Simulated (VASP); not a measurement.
# PbS (P-6m2) in VASP: settings compared

PbS is run at these levels: PBE, revPBE; tasks: single point.

All numbers are computed with VASP 6.6.1; they aren't measurements. Logs are shortened: lines on timing, memory, paths and dates and some standing lists are left out, and cuts for length are marked.

**1. The cell of the first run**

It takes space group P-6m2 (No. 187, hexagonal). The conventional cell has a = 4.090 Å, b = 4.090 Å, c = 3.788 Å, α = 90.00°, β = 90.00°, γ = 120.00°. Pb (site symmetry -6m2) has 6 S at 3.03 Å and 2 Pb at 3.79 Å within 4.0 Å. Within 4.0 Å of S (site symmetry -6m2) lie 6 Pb at 3.03 Å and 2 S at 3.79 Å.

**2. Single point, PBE**

File INCAR:

```
SYSTEM = PbS
  PREC = Accurate
  ENCUT = 520
  EDIFF = 1E-6
  ISMEAR = 0
  SIGMA = 0.012
  LREAL = .False.
  LASPH = .True.
  NELM = 80
  ALGO = Normal
  ISIF = 2
  LWAVE = .False.
  LCHARG = .False.
  GGA = PE
  NBANDS = 17
```

File KPOINTS:

```
Automatic mesh
0
Gamma
  8 8 7
  0 0 0
```

File POSCAR:

```
PbS
1.0
    4.0896976867      0.0000000000      0.0000000000
   -2.0448488433      3.5417820905      0.0000000000
    0.0000000000      0.0000000000      3.7881670000
Pb S
1 1
Direct
    0.0000000000      0.0000000000      0.0000000000
    0.6666666667      0.3333333333      0.5000000000
```

Potentials or basis: VASP PAW PBE potentials, release 64 (Pb_d, S).

Launch:

```bash
$ cat potpaw_PBE.64/Pb_d/POTCAR potpaw_PBE.64/S/POTCAR > POTCAR
$ mpirun -np 1 vasp_std > vasp.out
```

OUTCAR:

```text
SYSTEM = PbS
   PREC = Accurate
   ENCUT = 520
   EDIFF = 1E-6
   ISMEAR = 0
   LREAL = .False.
   LASPH = .True.
   NELM = 80
   ISIF = 2
   GGA = PE

 ion  position               nearest neighbor table
   1  0.000  0.000  0.000-   2 3.03   2 3.03   2 3.03   2 3.03   2 3.03   2 3.03
   2  0.667  0.333  0.500-   1 3.03   1 3.03   1 3.03   1 3.03   1 3.03   1 3.03

  LATTYP: Found a hexagonal cell.
 ALAT       =     4.0896976867
 C/A-ratio  =     0.9262706660

  Lattice vectors:

 A1 = (   4.0896976867,   0.0000000000,   0.0000000000)
 A2 = (  -2.0448488433,   3.5417820905,   0.0000000000)
 A3 = (   0.0000000000,   0.0000000000,   3.7881670000)

Analysis of symmetry for initial positions (statically):
=====================================================================
 Subroutine PRICEL returns:
 Original cell was already a primitive cell.

 Routine SETGRP: Setting up the symmetry group for a
 hexagonal supercell.

 Subroutine GETGRP returns: Found 12 space group operations
 (whereof 12 operations were pure point group operations)
 out of a pool of 24 trial point group operations.

The static configuration has the point symmetry D_3h.

Analysis of symmetry for dynamics (positions and initial velocities):
=====================================================================
 Subroutine PRICEL returns:
 Original cell was already a primitive cell.

 Routine SETGRP: Setting up the symmetry group for a
 hexagonal supercell.

 Subroutine GETGRP returns: Found 12 space group operations
 (whereof 12 operations were pure point group operations)
 out of a pool of 24 trial point group operations.

The dynamic configuration has the point symmetry D_3h.

 Subroutine INISYM returns: Found 12 space group operations
 (whereof 12 operations are pure point group operations),
 and found     1 'primitive' translations

----------------------------------------------------------------------------------------

                                     Primitive cell

  volume of cell :      54.8709

  direct lattice vectors                    reciprocal lattice vectors
     4.089697687  0.000000000  0.000000000     0.244516851  0.141171870  0.000000000
    -2.044848843  3.541782090  0.000000000     0.000000000  0.282343740  0.000000000
     0.000000000  0.000000000  3.788167000     0.000000000  0.000000000  0.263979914

  length of vectors
     4.089697687  4.089697687  3.788167000     0.282343740  0.282343740  0.263979914

  position of ions in fractional coordinates (direct lattice)
     0.000000000  0.000000000  0.000000000
     0.666666667  0.333333333  0.500000000

  ion indices of the primitive-cell ions
   primitive index   ion index
                 1           1
                 2           2

----------------------------------------------------------------------------------------

 KPOINTS: Automatic mesh

Automatic generation of k-mesh.
 Grid dimensions read from file:
 generate k-points for:    8    8    7

 Generating k-lattice:

  Cartesian coordinates                     Fractional coordinates (reciprocal lattice)
     0.030564606  0.017646484  0.000000000     0.125000000  0.000000000  0.000000000
     0.000000000  0.035292967  0.000000000     0.000000000  0.125000000  0.000000000
     0.000000000  0.000000000  0.037711416     0.000000000  0.000000000  0.142857143

  Length of vectors
     0.035292967  0.035292967  0.037711416

  Shift w.r.t. Gamma in fractional coordinates (k-lattice)
     0.000000000  0.000000000  0.000000000

 Subroutine IBZKPT returns following result:
 ===========================================

 Found     40 irreducible k-points:

 Following reciprocal coordinates:
            Coordinates               Weight
  0.000000  0.000000  0.000000      1.000000
  0.125000  0.000000  0.000000      6.000000
  0.250000  0.000000  0.000000      6.000000
  0.375000  0.000000  0.000000      6.000000
  0.500000  0.000000  0.000000      3.000000
  0.125000  0.125000  0.000000      6.000000
[... 16 lines left out ...]
  0.250000  0.000000  0.285714     12.000000
  0.375000  0.000000  0.285714     12.000000
 [... further k-points ...]
   k-points           NKPTS =     40   k-points in BZ     NKDIM =     40   number of bands    NBANDS=     17
   number of dos      NEDOS =    301   number of ions     NIONS =      2
   total plane-waves  NPLWV =  25200
   dimension x,y,z NGX =    30 NGY =   30 NGZ =   28
   dimension x,y,z NGXF=    60 NGYF=   60 NGZF=   56
   ions per type =               1   1
   NGX,Y,Z   is equivalent  to a cutoff of  12.19, 12.19, 12.29 a.u.
   NGXF,Y,Z  is equivalent  to a cutoff of  24.39, 24.39, 24.58 a.u.
 SYSTEM =  PbS
   PREC   = accura    normal or accurate (medium, high low for compatibility)
   ISTART =      0    job   : 0-new  1-cont  2-samecut
   ICHARG =      2    charge: 1-file 2-atom 10-const
   ISPIN  =      1    spin polarized calculation?
   LNONCOLLINEAR =      F non collinear calculations
   LSORBIT =      F    spin-orbit coupling
   LASPH  =      T    aspherical Exc in radial PAW
   ENCUT  =  520.0 eV  38.22 Ry    6.18 a.u.   7.60  7.60  7.04*2*pi/ulx,y,z
   NELM   =     80;   NELMIN=  2; NELMDL= -5     # of ELM steps
   EDIFF  = 0.1E-05   stopping-criterion for ELM
   LREAL  =      F    real-space projection
   EDIFFG = 0.1E-04   stopping-criterion for IOM
   NSW    =      0    number of steps for IOM
   IBRION =     -1    ionic relax: 0-MD 1-quasi-New 2-CG
   NFREE  =      0    steps in history (QN), initial steepest desc. (CG)
   ISIF   =      2    stress and relaxation
   ISYM   =      2    0-nonsym 1-usesym 2-fastsym
   POTIM  = 0.5000    time-step for ionic-motion
   TEBEG  =    0.0;   TEEND  =   0.0 temperature during run
   PSTRESS=    0.0 pullay stress
   NELECT =      20.0000    total number of electrons
   NUPDOWN=      -1.0000    fix difference up-down
   EMIN   =  10.00;   EMAX   =-10.00  energy-range for DOS
   EFERMI =   0.00;   METHOD = LEGACY
   ISMEAR =     0;   SIGMA  =   0.01  broadening in eV -4-tet -1-fermi 0-gaus
   EFERMI_NEDOS =   21; number of points for ismear=-14 and -15
   IALGO  =     38    algorithm
   IMIX   =      4    mixing-type and parameters
     AMIX     =   0.40;   BMIX     =  1.00
     AMIX_MAG =   1.60;   BMIX_MAG =  1.00
  volume/ion in A,a.u.               =      27.44       185.14
  Fermi-wavevector in a.u.,A,eV,Ry     =   1.169421  2.209885 18.606576  1.367545
  Thomas-Fermi vector in A             =   2.305894
   LORBIT       =      0    0 simple, 1 ext, 2 COOP (PROOUT), +10 PAW based schemes
   GGA     = PE    functional components
   LHFCALC =     F    Hartree Fock is set to
   AEXX    =    0.0000 exact exchange contribution
   IVDW    =     0    specifies the selected vdW correction
   LEPSILON=     F    determine dielectric tensor
   LRPA    =     F    only Hartree local field effects (RPA)
 non-spin polarized calculation
 Gauss-broadening in eV      SIGMA  =   0.01
  energy-cutoff  :      520.00
  volume of cell :       54.87
 maximum number of plane-waves:      1502
   NGX = 15   NGY = 15   NGZ = 15

 number of electron      19.9999998 magnetization

 Free energy of the ion-electron system (eV)
  ---------------------------------------------------
  ext. energy  EPLUGINS =         0.00000000
  ---------------------------------------------------
  free energy    TOTEN  =        -8.52283084 eV

  energy without entropy =       -8.52283084  energy(sigma->0) =       -8.52283084

 E-fermi :   5.2274     XC(G=0):  -9.4358

 val. band max:        5.0979355812   @ k =   0.3750   0.2500   0.0000
 cond. band min:       5.3076761623   @ k =   0.3750   0.2500   0.4286
 fundamental gap:      0.2097405811
 Fermi energy:         5.2273961675

 k-point     1 :       0.0000    0.0000    0.0000
  band No.  band energies     occupation
      1     -11.7112      2.00000
      2     -11.6943      2.00000
      3     -11.6943      2.00000
      4     -11.5910      2.00000
      5     -11.5910      2.00000
      6      -7.9617      2.00000
[... 9 lines left out ...]
     16      16.2453      0.00000
     17      16.3316      0.00000

 k-point     2 :       0.1250    0.0000    0.0000
  band No.  band energies     occupation
      1     -11.7078      2.00000
      2     -11.6971      2.00000
      3     -11.6851      2.00000
      4     -11.5957      2.00000
      5     -11.5920      2.00000
      6      -7.8406      2.00000
[... 9 lines left out ...]
     16      15.3827      0.00000
     17      15.9769      0.00000

 k-point     3 :       0.2500    0.0000    0.0000
  band No.  band energies     occupation
      1     -11.7136      2.00000
      2     -11.6900      2.00000
      3     -11.6629      2.00000
      4     -11.6071      2.00000
      5     -11.5945      2.00000
      6      -7.5085      2.00000
[... 9 lines left out ...]
     16      15.7521      0.00000
     17      16.1994      0.00000

 k-point     4 :       0.3750    0.0000    0.0000
  band No.  band energies     occupation
      1     -11.7247      2.00000
      2     -11.6778      2.00000
      3     -11.6403      2.00000
      4     -11.6184      2.00000
      5     -11.5969      2.00000
      6      -7.0897      2.00000
[... 9 lines left out ...]
     16      16.1276      0.00000
     17      16.2307      0.00000
[... 343 lines left out ...]
      1     -11.6920      2.00000
      2     -11.6804      2.00000
      3     -11.6342      2.00000
      4     -11.6281      2.00000
      5     -11.6202      2.00000
      6      -7.2910      2.00000
[... 9 lines left out ...]
     16      14.0857      0.00000
     17      14.8263      0.00000

 k-point    23 :       0.2500    0.0000    0.2857
  band No.  band energies     occupation
      1     -11.7010      2.00000
      2     -11.6591      2.00000
      3     -11.6516      2.00000
      4     -11.6237      2.00000
      5     -11.6191      2.00000
      6      -7.0040      2.00000
[... 9 lines left out ...]
     16      14.2843      0.00000
     17      16.0253      0.00000

 k-point    24 :       0.3750    0.0000    0.2857
  band No.  band energies     occupation
      1     -11.7124      2.00000
      2     -11.6715      2.00000
      3     -11.6378      2.00000
      4     -11.6269      2.00000
      5     -11.6045      2.00000
      6      -6.6674      2.00000
[... 9 lines left out ...]
     16      15.5909      0.00000
     17      17.2415      0.00000

 [... further k-points ...]
[... 5 lines left out ...]
  --------------------------------------------------------------------------------------
  -------------------------------------------------------------------------------------
  Total        0.0050361      0.0050361     -0.0058101      0.0000000      0.0000000     -0.0000000
  in kB        0.1470482      0.1470482     -0.1696495      0.0000000      0.0000000     -0.0000000
  external PRESSURE =       0.0414823 kB  Pullay stress =       0.0000000 kB

 VOLUME and BASIS-vectors are now :
 -----------------------------------------------------------------------------
  energy-cutoff  :      520.00
  volume of cell :       54.87
      direct lattice vectors                 reciprocal lattice vectors
     4.089697687  0.000000000  0.000000000     0.244516851  0.141171870  0.000000000
    -2.044848843  3.541782090  0.000000000     0.000000000  0.282343740  0.000000000
     0.000000000  0.000000000  3.788167000     0.000000000  0.000000000  0.263979914

 POSITION                                       TOTAL-FORCE (eV/Angst)
 -----------------------------------------------------------------------------------
      0.00000      0.00000      0.00000         0.000000      0.000000      0.000000
      2.04485      1.18059      1.89408        -0.000000      0.000000      0.000000
 -----------------------------------------------------------------------------------
    total drift:                               -0.000000      0.000000      0.000000

  FREE ENERGIE OF THE ION-ELECTRON SYSTEM (eV)
  ---------------------------------------------------
  free  energy   TOTEN  =        -8.5228308396 eV

  energy  without entropy=       -8.5228308396  energy(sigma->0) =       -8.52283084
```

Run time: 24 s. Hardware: 1 thread of Intel Xeon Platinum 8488C (Sapphire Rapids), shared host; peak memory 0.17 GiB.

What came out:

```yaml
Free_energy: -8.5228 eV
Pressure: 0.0 GPa
Band_gap_on_the_k_mesh: 0.21 eV, indirect (least direct gap 1.65 eV)
```

Levels at points of the mesh, in eV from the valence-band top:
| k point | band 6 | band 7 | band 8 | band 9 | band 10 | band 11 | band 12 | band 13 | band 14 | band 15 |
| --- | --- | --- | --- | --- | --- | --- | --- | --- | --- | --- |
| (0.00, 0.00, 0.00) | -13.06 | -6.37 | -2.06 | -1.58 | -1.58 | 3.55 | 3.55 | 5.36 | 6.59 | 7.16 |
| (0.50, 0.00, 0.00) | -11.97 | -8.37 | -2.59 | -1.70 | -1.08 | 2.01 | 4.03 | 5.35 | 5.50 | 11.08 |

Caveat: spin-orbit coupling is left out, which moves the levels of the heavy elements. A k mesh can miss the band edges.

**3. Single point, revPBE**

This run uses another cell than the first one, of 28.25 Å³/atom, 1.030 times its volume.

File INCAR:

```
PREC = Accurate
ENCUT = 520
EDIFF = 1E-7
ISMEAR = -1
SIGMA = 0.05
LREAL = False
LASPH = True
NELM = 80
ALGO = Normal
ISIF = 2
LWAVE = False
LCHARG = False
GGA = RE
NBANDS = 17
```

File KPOINTS:

```
Automatic mesh
0
Gamma
  8 8 7
```

File POSCAR:

```
PbS
1.0
    4.1373019442      0.0000000000      0.0000000000
   -2.0686509721      3.5830085868      0.0000000000
    0.0000000000      0.0000000000      3.8107481825
Pb S
1 1
Direct
    0.0000000000      0.0000000000      0.0000000000
    0.6666666667      0.3333333333      0.5000000000
```

Potentials or basis: VASP PAW PBE potentials, release 64 (Pb_d, S).

Launch:

```bash
$ cat potpaw_PBE.64/Pb_d/POTCAR potpaw_PBE.64/S/POTCAR > POTCAR
$ mpirun -np 1 vasp_std > vasp.out
```

OUTCAR:

```text
PREC = Accurate
   ENCUT = 520
   EDIFF = 1E-7
   ISMEAR = -1
   LREAL = False
   LASPH = True
   NELM = 80
   ISIF = 2
   GGA = RE

 ion  position               nearest neighbor table
   1  0.000  0.000  0.000-   2 3.06   2 3.06   2 3.06   2 3.06   2 3.06   2 3.06
   2  0.667  0.333  0.500-   1 3.06   1 3.06   1 3.06   1 3.06   1 3.06   1 3.06

  LATTYP: Found a hexagonal cell.
 ALAT       =     4.1373019442
 C/A-ratio  =     0.9210708413

  Lattice vectors:

 A1 = (   4.1373019442,   0.0000000000,   0.0000000000)
[... 649 lines left out ...]
      4     -11.9058      2.00000
      5     -11.8885      2.00000
      6      -6.7764      2.00000
[... 9 lines left out ...]
     16      15.2980      0.00000
     17      16.9163      0.00000

 [... further k-points ...]
[... 5 lines left out ...]
  --------------------------------------------------------------------------------------
  -------------------------------------------------------------------------------------
  Total       -0.0320160     -0.0320160     -0.0310630      0.0000000     -0.0000000      0.0000000
  in kB       -0.9080356     -0.9080356     -0.8810058      0.0000000     -0.0000000      0.0000000
  external PRESSURE =      -0.8990256 kB  Pullay stress =       0.0000000 kB

 VOLUME and BASIS-vectors are now :
 -----------------------------------------------------------------------------
  energy-cutoff  :      520.00
  volume of cell :       56.49
      direct lattice vectors                 reciprocal lattice vectors
     4.137301944  0.000000000  0.000000000     0.241703413  0.139547530  0.000000000
    -2.068650972  3.583008587  0.000000000     0.000000000  0.279095061  0.000000000
     0.000000000  0.000000000  3.810748182     0.000000000  0.000000000  0.262415660

 POSITION                                       TOTAL-FORCE (eV/Angst)
 -----------------------------------------------------------------------------------
      0.00000      0.00000      0.00000         0.000000      0.000000      0.000000
      2.06865      1.19434      1.90537         0.000000      0.000000      0.000000
 -----------------------------------------------------------------------------------
    total drift:                               -0.000000      0.000000      0.000000

  FREE ENERGIE OF THE ION-ELECTRON SYSTEM (eV)
  ---------------------------------------------------
  free  energy   TOTEN  =        -7.9431865759 eV

  energy  without entropy=       -7.9428417655  energy(sigma->0) =       -7.94301417
```

Wall time 25 s (1 thread of Intel Xeon Platinum 8488C (Sapphire Rapids), shared host); peak memory 0.19 GiB.

What came out:

- Free energy: -7.9432 eV
- Pressure: -0.1 GPa
- Band gap on the k mesh: 0.40 eV, indirect (least direct gap 1.67 eV)

Caveat: the PAW data sets were made with another functional, which shifts forces and pressure a little; spin-orbit coupling is left out, which moves the levels of the heavy elements. A k mesh can miss the band edges.
